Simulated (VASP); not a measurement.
# BAs (F-43m) in VASP: notebook

BAs is run at these levels: PBEsol, BLYP, PBE, revPBE, LDA; tasks: single point.

Everything below comes from runs of VASP 6.6.1. Logs are shortened: lines on timing, memory, paths and dates and some standing lists are left out, and cuts for length are marked.

### Step 1. The cell of the first run

It takes space group F-43m (No. 216, cubic). The conventional cell has a = 4.777 Å, b = 4.777 Å, c = 4.777 Å, α = 90.00°, β = 90.00°, γ = 90.00°. Within 2.7 Å of B (site symmetry -43m) lie 4 As at 2.07 Å. As (site symmetry -43m) has 4 B at 2.07 Å within 2.7 Å.

### Step 2. Single point, PBEsol

Contents of INCAR:

```
  ALGO = Normal
  EDIFF = 1E-7
  ENCUT = 520
  GGA = PS
  ISIF = 2
  ISMEAR = 0
  LASPH = True
  LCHARG = False
  LREAL = False
  LWAVE = False
  NBANDS = 11
  NELM = 80
  PREC = Accurate
  SIGMA = 0.01
```

Contents of KPOINTS:

```
k-points
0
Gamma
  8 8 8
```

Contents of POSCAR:

```
BAs
1.0
    0.0000000000      2.3885000000      2.3885000000
    2.3885000000      0.0000000000      2.3885000000
    2.3885000000      2.3885000000      0.0000000000
B As
1 1
Direct
    0.0000000000      0.0000000000      0.0000000000
    0.2500000000      0.2500000000      0.2500000000
```

Potentials or basis: VASP PAW PBE potentials, release 64 (B, As).

Run with:

```bash
> cat potpaw_PBE.64/B/POTCAR potpaw_PBE.64/As/POTCAR > POTCAR
> mpirun -np 1 vasp_std > vasp.out
```

OUTCAR:

```text
EDIFF = 1E-7
   ENCUT = 520
   GGA = PS
   ISIF = 2
   ISMEAR = 0
   LASPH = True
   LREAL = False
   NELM = 80
   PREC = Accurate

 ion  position               nearest neighbor table
   1  0.000  0.000  0.000-   2 2.07   2 2.07   2 2.07   2 2.07
   2  0.250  0.250  0.250-   1 2.07   1 2.07   1 2.07   1 2.07

  LATTYP: Found a face centered cubic cell.
 ALAT       =     4.7770000000

  Lattice vectors:

 A1 = (   0.0000000000,   2.3885000000,   2.3885000000)
 A2 = (   2.3885000000,   0.0000000000,   2.3885000000)
 A3 = (   2.3885000000,   2.3885000000,   0.0000000000)

Analysis of symmetry for initial positions (statically):
=====================================================================
 Subroutine PRICEL returns:
 Original cell was already a primitive cell.

 Routine SETGRP: Setting up the symmetry group for a
 face centered cubic supercell.

 Subroutine GETGRP returns: Found 24 space group operations
 (whereof 24 operations were pure point group operations)
 out of a pool of 48 trial point group operations.

The static configuration has the point symmetry T_d .

Analysis of symmetry for dynamics (positions and initial velocities):
=====================================================================
 Subroutine PRICEL returns:
 Original cell was already a primitive cell.

 Routine SETGRP: Setting up the symmetry group for a
 face centered cubic supercell.

 Subroutine GETGRP returns: Found 24 space group operations
 (whereof 24 operations were pure point group operations)
 out of a pool of 48 trial point group operations.

The dynamic configuration has the point symmetry T_d .

 Subroutine INISYM returns: Found 24 space group operations
 (whereof 24 operations are pure point group operations),
 and found     1 'primitive' translations

----------------------------------------------------------------------------------------

                                     Primitive cell

  volume of cell :      27.2525

  direct lattice vectors                    reciprocal lattice vectors
     0.000000000  2.388500000  2.388500000    -0.209336404  0.209336404  0.209336404
     2.388500000  0.000000000  2.388500000     0.209336404 -0.209336404  0.209336404
     2.388500000  2.388500000  0.000000000     0.209336404  0.209336404 -0.209336404

  length of vectors
     3.377849094  3.377849094  3.377849094     0.362581287  0.362581287  0.362581287

  position of ions in fractional coordinates (direct lattice)
     0.000000000  0.000000000  0.000000000
     0.250000000  0.250000000  0.250000000

  ion indices of the primitive-cell ions
   primitive index   ion index
                 1           1
                 2           2

----------------------------------------------------------------------------------------

 KPOINTS: k-points

Automatic generation of k-mesh.
 Grid dimensions read from file:
 generate k-points for:    8    8    8

 Generating k-lattice:

  Cartesian coordinates                     Fractional coordinates (reciprocal lattice)
    -0.026167050  0.026167050  0.026167050     0.125000000  0.000000000  0.000000000
     0.026167050 -0.026167050  0.026167050     0.000000000  0.125000000  0.000000000
     0.026167050  0.026167050 -0.026167050     0.000000000  0.000000000  0.125000000

  Length of vectors
     0.045322661  0.045322661  0.045322661

  Shift w.r.t. Gamma in fractional coordinates (k-lattice)
     0.000000000  0.000000000  0.000000000

 Subroutine IBZKPT returns following result:
 ===========================================

 Found     29 irreducible k-points:

 Following reciprocal coordinates:
            Coordinates               Weight
  0.000000  0.000000  0.000000      1.000000
  0.125000  0.000000  0.000000      8.000000
  0.250000  0.000000  0.000000      8.000000
  0.375000  0.000000  0.000000      8.000000
  0.500000  0.000000  0.000000      4.000000
  0.125000  0.125000  0.000000      6.000000
[... 16 lines left out ...]
  0.500000  0.250000  0.125000     48.000000
 -0.375000  0.250000  0.125000     24.000000
 [... further k-points ...]
   k-points           NKPTS =     29   k-points in BZ     NKDIM =     29   number of bands    NBANDS=     11
   number of dos      NEDOS =    301   number of ions     NIONS =      2
   total plane-waves  NPLWV =  21952
   dimension x,y,z NGX =    28 NGY =   28 NGZ =   28
   dimension x,y,z NGXF=    56 NGYF=   56 NGZF=   56
   ions per type =               1   1
   NGX,Y,Z   is equivalent  to a cutoff of  13.78, 13.78, 13.78 a.u.
   NGXF,Y,Z  is equivalent  to a cutoff of  27.56, 27.56, 27.56 a.u.
 SYSTEM =  unknown system
   PREC   = accura    normal or accurate (medium, high low for compatibility)
   ISTART =      0    job   : 0-new  1-cont  2-samecut
   ICHARG =      2    charge: 1-file 2-atom 10-const
   ISPIN  =      1    spin polarized calculation?
   LNONCOLLINEAR =      F non collinear calculations
   LSORBIT =      F    spin-orbit coupling
   LASPH  =      T    aspherical Exc in radial PAW
   ENCUT  =  520.0 eV  38.22 Ry    6.18 a.u.   6.28  6.28  6.28*2*pi/ulx,y,z
   NELM   =     80;   NELMIN=  2; NELMDL= -5     # of ELM steps
   EDIFF  = 0.1E-06   stopping-criterion for ELM
   LREAL  =      F    real-space projection
   EDIFFG = 0.1E-05   stopping-criterion for IOM
   NSW    =      0    number of steps for IOM
   IBRION =     -1    ionic relax: 0-MD 1-quasi-New 2-CG
   NFREE  =      0    steps in history (QN), initial steepest desc. (CG)
   ISIF   =      2    stress and relaxation
   ISYM   =      2    0-nonsym 1-usesym 2-fastsym
   POTIM  = 0.5000    time-step for ionic-motion
   TEBEG  =    0.0;   TEEND  =   0.0 temperature during run
   PSTRESS=    0.0 pullay stress
   NELECT =       8.0000    total number of electrons
   NUPDOWN=      -1.0000    fix difference up-down
   EMIN   =  10.00;   EMAX   =-10.00  energy-range for DOS
   EFERMI =   0.00;   METHOD = LEGACY
   ISMEAR =     0;   SIGMA  =   0.01  broadening in eV -4-tet -1-fermi 0-gaus
   EFERMI_NEDOS =   21; number of points for ismear=-14 and -15
   IALGO  =     38    algorithm
   IMIX   =      4    mixing-type and parameters
     AMIX     =   0.40;   BMIX     =  1.00
     AMIX_MAG =   1.60;   BMIX_MAG =  1.00
  volume/ion in A,a.u.               =      13.63        91.95
  Fermi-wavevector in a.u.,A,eV,Ry     =   1.088018  2.056057 16.106360  1.183784
  Thomas-Fermi vector in A             =   2.224191
   LORBIT       =      0    0 simple, 1 ext, 2 COOP (PROOUT), +10 PAW based schemes
   GGA     = PS    functional components
   LHFCALC =     F    Hartree Fock is set to
   AEXX    =    0.0000 exact exchange contribution
   IVDW    =     0    specifies the selected vdW correction
   LEPSILON=     F    determine dielectric tensor
   LRPA    =     F    only Hartree local field effects (RPA)
 non-spin polarized calculation
 Gauss-broadening in eV      SIGMA  =   0.01
  energy-cutoff  :      520.00
  volume of cell :       27.25
 maximum number of plane-waves:       754
 NGX is ok and might be reduce to    28
   NGX = 13   NGY = 13   NGZ = 13

 number of electron       8.0000000 magnetization

 Free energy of the ion-electron system (eV)
  ---------------------------------------------------
  ext. energy  EPLUGINS =         0.00000000
  ---------------------------------------------------
  free energy    TOTEN  =       -12.20156190 eV

  energy without entropy =      -12.20156190  energy(sigma->0) =      -12.20156190

 E-fermi :   6.1292     XC(G=0): -10.7307

 val. band max:        6.0449133608   @ k =   0.0000   0.0000   0.0000
 cond. band min:       7.1369152135   @ k =   0.3750   0.3750   0.0000
 fundamental gap:      1.0920018527
 Fermi energy:         6.1291595302

 k-point     1 :       0.0000    0.0000    0.0000
  band No.  band energies     occupation
      1      -9.3924      2.00000
      2       6.0449      2.00000
      3       6.0449      2.00000
      4       6.0449      2.00000
      5       9.2844      0.00000
      6       9.2844      0.00000
      7       9.2844      0.00000
      8      10.7267      0.00000
      9      15.3911      0.00000
     10      18.9750      0.00000
     11      18.9750      0.00000

 k-point     2 :       0.1250    0.0000    0.0000
  band No.  band energies     occupation
      1      -9.1358      2.00000
      2       4.0665      2.00000
      3       5.6023      2.00000
      4       5.6023      2.00000
      5       9.4001      0.00000
      6       9.8654      0.00000
      7       9.8654      0.00000
      8      11.9916      0.00000
      9      16.3567      0.00000
     10      17.5853      0.00000
     11      17.5853      0.00000

 k-point     3 :       0.2500    0.0000    0.0000
  band No.  band energies     occupation
      1      -8.3883      2.00000
      2       1.0793      2.00000
      3       4.8884      2.00000
      4       4.8884      2.00000
      5       9.0702      0.00000
      6      10.6606      0.00000
      7      10.6606      0.00000
      8      13.8914      0.00000
      9      17.1329      0.00000
     10      17.1936      0.00000
     11      17.1936      0.00000

 k-point     4 :       0.3750    0.0000    0.0000
  band No.  band energies     occupation
      1      -7.2768      2.00000
      2      -1.5116      2.00000
      3       4.3883      2.00000
      4       4.3883      2.00000
      5       8.7946      0.00000
      6      10.8260      0.00000
      7      10.8260      0.00000
      8      14.7444      0.00000
      9      17.6951      0.00000
     10      18.6588      0.00000
     11      18.6588      0.00000
[... 239 lines left out ...]
 k-point    22 :       0.3750    0.2500    0.1250
  band No.  band energies     occupation
      1      -7.7347      2.00000
      2       0.8357      2.00000
      3       2.2934      2.00000
      4       4.0085      2.00000
      5       9.2106      0.00000
      6      11.2392      0.00000
      7      11.8886      0.00000
      8      13.1992      0.00000
      9      16.7113      0.00000
     10      19.2464      0.00000
     11      20.1374      0.00000

 k-point    23 :       0.5000    0.2500    0.1250
  band No.  band energies     occupation
      1      -6.6622      2.00000
      2      -1.1409      2.00000
      3       1.5729      2.00000
      4       3.2848      2.00000
      5       9.8306      0.00000
      6      11.0492      0.00000
      7      12.5076      0.00000
      8      14.0679      0.00000
      9      17.3725      0.00000
     10      19.2823      0.00000
     11      21.4252      0.00000

 k-point    24 :      -0.3750    0.2500    0.1250
  band No.  band energies     occupation
      1      -5.9346      2.00000
      2      -2.2751      2.00000
      3       1.4535      2.00000
      4       2.9449      2.00000
      5       9.9473      0.00000
      6      10.7346      0.00000
      7      13.4763      0.00000
      8      15.0152      0.00000
      9      16.2814      0.00000
     10      20.1581      0.00000
     11      21.1329      0.00000

 [... further k-points ...]
[... 5 lines left out ...]
  --------------------------------------------------------------------------------------
  -------------------------------------------------------------------------------------
  Total        0.0101091      0.0101091      0.0101091     -0.0000000      0.0000000     -0.0000000
  in kB        0.5943146      0.5943146      0.5943146     -0.0000000      0.0000000     -0.0000000
  external PRESSURE =       0.5943146 kB  Pullay stress =       0.0000000 kB

 VOLUME and BASIS-vectors are now :
 -----------------------------------------------------------------------------
  energy-cutoff  :      520.00
  volume of cell :       27.25
      direct lattice vectors                 reciprocal lattice vectors
     0.000000000  2.388500000  2.388500000    -0.209336404  0.209336404  0.209336404
     2.388500000  0.000000000  2.388500000     0.209336404 -0.209336404  0.209336404
     2.388500000  2.388500000  0.000000000     0.209336404  0.209336404 -0.209336404

 POSITION                                       TOTAL-FORCE (eV/Angst)
 -----------------------------------------------------------------------------------
      0.00000      0.00000      0.00000        -0.000000      0.000000     -0.000000
      1.19425      1.19425      1.19425         0.000000     -0.000000      0.000000
 -----------------------------------------------------------------------------------
    total drift:                               -0.000000     -0.000000     -0.000000

  FREE ENERGIE OF THE ION-ELECTRON SYSTEM (eV)
  ---------------------------------------------------
  free  energy   TOTEN  =       -12.2015619021 eV

  energy  without entropy=      -12.2015619021  energy(sigma->0) =      -12.20156190
```

Run time: 7.9 s. Hardware: 1 thread of AMD EPYC 7R13 (Zen 3), shared host; peak memory 0.13 GiB.

Results:

```
Free energy            : -12.2016 eV
Pressure               : 0.1 GPa
Band gap on the k mesh : 1.09 eV, indirect (least direct gap 3.24 eV)
```

Caveat: the PAW data sets were made with another functional, which shifts forces and pressure a little. PBEsol gaps usually lie below the measured ones, often by a third to a half.

### Step 3. Single point, BLYP

Contents of INCAR:

```
PREC = Accurate
ENCUT = 520
EDIFF = 1E-7
ISMEAR = 0
SIGMA = 0.01
LREAL = False
LASPH = True
NELM = 80
ALGO = Normal
ISIF = 2
LWAVE = False
LCHARG = False
GGA = B5
ALDAX = 1.0
AGGAX = 1.0
AGGAC = 1.0
ALDAC = 0.0
NBANDS = 11
```

Contents of KPOINTS:

```
Automatic mesh
0
Gamma
  8 8 8
```

POSCAR is that of step 2.

Potentials or basis: VASP PAW PBE potentials, release 64 (B, As).

Run with:

```bash
> cat potpaw_PBE.64/B/POTCAR potpaw_PBE.64/As/POTCAR > POTCAR
> mpirun -np 1 vasp_std > vasp.out
```

Wall time 14 s (1 thread of AMD EPYC 7R13 (Zen 3), shared host); peak memory 0.12 GiB.

The run converged. Its results:

```yaml
Free_energy: -10.0213 eV
Pressure: 8.7 GPa
Band_gap_on_the_k_mesh: 1.41 eV, indirect (least direct gap 3.37 eV)
```

Levels at points of the mesh, in eV from the valence-band top:
| k point | band 2 | band 3 | band 4 | band 5 | band 6 | band 7 |
| --- | --- | --- | --- | --- | --- | --- |
| (0.00, 0.00, 0.00) | 0.00 | 0.00 | 0.00 | 3.37 | 3.37 | 3.37 |
| (0.50, 0.00, 0.00) | -8.64 | -1.80 | -1.80 | 2.79 | 4.93 | 4.93 |
| (0.50, 0.50, 0.00) | -8.42 | -4.00 | -4.00 | 1.67 | 1.70 | 11.31 |

Caveat: the PAW data sets were made with another functional, which shifts forces and pressure a little.

### Step 4. Single point, PBE

Contents of INCAR:

```
  PREC = Accurate
  ENCUT = 520
  EDIFF = 1E-6
  ISMEAR = 0
  SIGMA = 0.01
  LREAL = F
  LASPH = T
  NELM = 60
  ALGO = Normal
  ISIF = 2
  LWAVE = F
  LCHARG = F
  GGA = PE
  NBANDS = 11
```

Contents of KPOINTS:

```
regular mesh
0
Gamma
  8 8 8
```

POSCAR is that of step 3.

Run with:

```bash
> cat potpaw_PBE.64/B/POTCAR potpaw_PBE.64/As/POTCAR > POTCAR
> mpirun -np 1 vasp_std > vasp.out
```

Run time: 7.4 s. Hardware: 1 thread of AMD EPYC 7R13 (Zen 3), shared host; peak memory 0.13 GiB.

The run converged. Its results:

- Free energy: -11.4042 eV
- Pressure: 3.4 GPa
- Band gap on the k mesh: 1.19 eV, indirect (least direct gap 3.28 eV)

Levels at points of the mesh, in eV from the valence-band top:
```
           k point  band 1  band 2  band 3  band 4  band 5  band 6  band 7  band 8
(0.00, 0.00, 0.00)  -15.40    0.00    0.00    0.00    3.28    3.28    3.28    4.69
(0.50, 0.00, 0.00)  -12.53   -8.79   -1.82   -1.82    2.69    4.78    4.78    8.86
(0.50, 0.50, 0.00)  -11.21   -8.53   -4.08   -4.08    1.43    1.44   11.37   11.37
```

A k mesh can miss the band edges.

### Step 5. Single point, revPBE

Contents of INCAR:

```
  PREC = Accurate
  ENCUT = 520
  EDIFF = 1E-7
  ISMEAR = 0
  SIGMA = 0.01
  LREAL = False
  LASPH = True
  NELM = 60
  ALGO = Normal
  ISIF = 2
  LWAVE = False
  LCHARG = False
  GGA = RE
  NBANDS = 11
```

KPOINTS is that of step 4.

POSCAR is that of step 4.

Run with:

```bash
> cat potpaw_PBE.64/B/POTCAR potpaw_PBE.64/As/POTCAR > POTCAR
> mpirun -np 1 vasp_std > vasp.out
```

Run time: 8 s. Hardware: 1 thread of AMD EPYC 7R13 (Zen 3), shared host; peak memory 0.13 GiB.

It converged, with:

* Free energy: -10.8464 eV
* Pressure: 5.4 GPa
* Band gap on the k mesh: 1.21 eV, indirect (least direct gap 3.27 eV)

Levels at points of the mesh, in eV from the valence-band top:
```
           k point  band 1  band 2  band 3  band 4  band 5  band 6  band 7  band 8
(0.00, 0.00, 0.00)  -15.41    0.00    0.00    0.00    3.27    3.27    3.27    4.70
(0.50, 0.00, 0.00)  -12.53   -8.80   -1.83   -1.83    2.70    4.78    4.78    8.93
(0.50, 0.50, 0.00)  -11.20   -8.56   -4.09   -4.09    1.43    1.48   11.41   11.41
```

Caveat: the PAW data sets were made with another functional, which shifts forces and pressure a little.

### Step 6. Single point, LDA

Contents of INCAR:

```
PREC = Accurate
ENCUT = 520
EDIFF = 1E-6
ISMEAR = 0
SIGMA = 0.01
LREAL = False
LASPH = True
NELM = 100
ALGO = Normal
ISIF = 2
LWAVE = False
LCHARG = False
GGA = CA
NBANDS = 11
```

KPOINTS is that of step 5.

POSCAR is that of step 5.

Potentials or basis: VASP PAW LDA potentials, release 64 (B, As).

Run with:

```bash
> cat potpaw_LDA.64/B/POTCAR potpaw_LDA.64/As/POTCAR > POTCAR
> mpirun -np 1 vasp_std > vasp.out
```

Run time: 6.3 s. Hardware: 1 thread of AMD EPYC 7R13 (Zen 3), shared host; peak memory 0.11 GiB.

It converged, with:

```
Free energy            : -12.9187 eV
Pressure               : -3.1 GPa
Band gap on the k mesh : 1.14 eV, indirect (least direct gap 3.25 eV)
```

Levels at points of the mesh, in eV from the valence-band top:
| k point | band 2 | band 3 | band 4 | band 5 | band 6 | band 7 |
| --- | --- | --- | --- | --- | --- | --- |
| (0.00, 0.00, 0.00) | 0.00 | 0.00 | 0.00 | 3.25 | 3.25 | 3.25 |
| (0.50, 0.00, 0.00) | -8.76 | -1.82 | -1.82 | 2.69 | 4.75 | 4.75 |
| (0.50, 0.50, 0.00) | -8.43 | -4.08 | -4.08 | 1.34 | 1.41 | 11.23 |

### Step 7. Overview

```csv
level,potentials or basis,gap on the mesh (eV),pressure (GPa)
PBEsol,"VASP PAW PBE potentials, release 64 (B, As)",1.09,0.1
BLYP,"VASP PAW PBE potentials, release 64 (B, As)",1.41,8.7
PBE,"VASP PAW PBE potentials, release 64 (B, As)",1.19,3.4
revPBE,"VASP PAW PBE potentials, release 64 (B, As)",1.21,5.4
LDA,"VASP PAW LDA potentials, release 64 (B, As)",1.14,-3.1
```

Alike in all rows: task single point; no spin polarisation; cell as given; k mesh 8 × 8 × 8; cutoff (eV) 520; smearing gaussian 0.01 eV.

Caveats: the PAW data sets were made with another functional, which shifts forces and pressure a little (some runs).

Total energies depend on the potentials used, so only differences within one code and one set of settings carry meaning.
